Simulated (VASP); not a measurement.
Co: relaxation of cell and atoms with BLYP

Co:

```
Co
1.0
     2.50188    0.00000    0.00000
    -1.25094    2.16670    0.00000
     0.00000    0.00000    8.17115
Co
4
Direct
  0.00000 0.00000 0.00000
  0.00000 0.00000 0.50000
  0.33333 0.66667 0.25000
  0.66667 0.33333 0.75000
```

* Program: VASP 6.6.1
* Task: relaxation of cell and atoms
* Functional: BLYP
* Potentials or basis: VASP PAW PBE potentials, release 64 (Co)
* Cutoff: 600 eV
* k mesh: 14 × 14 × 4
* Occupations: fermi-dirac, width 0.1 eV
* Spin: no spin polarisation
* Dipole correction: no
* Further INCAR settings: ALGO = Normal; EDIFF = 1e-06; IBRION = 2; EDIFFG = -0.01; NSW = 80; ISIF = 3

```
Relaxed volume                         : 10.80 Å³/atom
Relaxed cell                           : a = 2.484 Å, b = 2.484 Å, c = 8.085 Å, α = 90.00°, β = 90.00°, γ = 120.00°
Space group after relaxing (to 0.05 Å) : P6_3/mmc (No. 194)
Energy gained by relaxing              : 4.4 meV/atom
Ionic steps                            : 5
Pressure after relaxing                : 0.1 GPa
```

Stress tensor (GPa, compression positive):
```
0.11 0.00 0.00
0.00 0.11 0.00
0.00 0.00 0.00
```

The path:
```
step  energy change (eV)  largest force (eV/Å)  pressure (GPa)  volume (Å³)
   1              0.0000                0.0000           -5.07        44.29
   2              0.0031                0.0000            6.09        42.09
   3             -0.0177                0.0000           -0.05        43.21
   4             -0.0177                0.0000            0.07        43.19
   5             -0.0178                0.0000            0.08        43.20
```

Final structure:
```cif
data_structure
_symmetry_space_group_name_H-M 'P 1'
_symmetry_Int_Tables_number 1
_cell_length_a 2.4838
_cell_length_b 2.4838
_cell_length_c 8.0853
_cell_angle_alpha 90.000
_cell_angle_beta 90.000
_cell_angle_gamma 120.000
_cell_volume 43.20
loop_
_atom_site_label
_atom_site_type_symbol
_atom_site_fract_x
_atom_site_fract_y
_atom_site_fract_z
_atom_site_occupancy
Co1 Co 0.00000 0.00000 0.00000 1
Co2 Co 0.00000 0.00000 0.50000 1
Co3 Co 0.33333 0.66667 0.25000 1
Co4 Co 0.66667 0.33333 0.75000 1
```

Levels at points of the mesh, in eV from the Fermi level:
```
           k point  band 14  band 15  band 16  band 17  band 18  band 19  band 20  band 21  band 22
(0.00, 0.00, 0.00)    -1.51    -1.51    -0.81    -0.81    -0.45    -0.45    -0.19    -0.19     0.20
(0.50, 0.00, 0.00)     0.28     0.30     0.34     0.36     0.45     0.46     0.48     0.75     1.82
(0.00, 0.00, 0.50)    -1.66    -1.34    -1.34    -0.63    -0.63    -0.63    -0.63     0.06     0.06
(0.50, 0.00, 0.50)    -0.73    -0.05    -0.05     0.32     0.32     0.44     0.44     1.95     1.95
```

Wall time 5.5 min on 1 thread of Intel Xeon 6975P-C, on a shared host, peak memory 0.22 GiB.

Caveat: the bands computed are all filled at some k points, so no gap is given; the PAW data sets were made with another functional, which shifts forces and pressure a little; the run has no spin polarisation, though such a crystal can be magnetic. Spin polarisation is off, so any magnetic state and its effect on volume and gap are missing.
